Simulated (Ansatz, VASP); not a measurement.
SrCl2 in VASP and in Ansatz

```
Sr Cl
1.0
     0.00000    3.51900    3.57601
     3.51900    0.00000    3.57601
     3.51900    3.51900    0.00000
Sr Cl
1 2
Direct
  0.00000 0.00000 0.00000
  0.25000 0.25000 0.25000
  0.75000 0.75000 0.75000
```

Alike in both runs: task single point; functional PBE; k mesh 6 × 6 × 6; occupations gaussian, width 0.05 eV; no spin polarisation.

|  | VASP | Ansatz |
| --- | --- | --- |
| version | VASP 6.6.1 | Ansatz 0.2.0 |
| potentials or method | VASP PAW PBE potentials, release 64 (Sr_sv, Cl), cutoff 520 eV | scalar-relativistic, plane waves, PAW |
| valence electrons in the cell | 24 | 24 |

Ansatz gave:

- gap on the k mesh at the Fermi level (eV): 5.14
- least direct gap on the mesh (eV): 5.45
- pressure (GPa): -0.5
- traceless stress, the component that is largest in VASP (GPa): -0.52

Q: Which values does VASP return?

A: gap on the k mesh at the Fermi level (eV): 5.14; least direct gap on the mesh (eV): 5.45; pressure (GPa): -0.4; traceless stress, the component that is largest in VASP (GPa): -0.52.
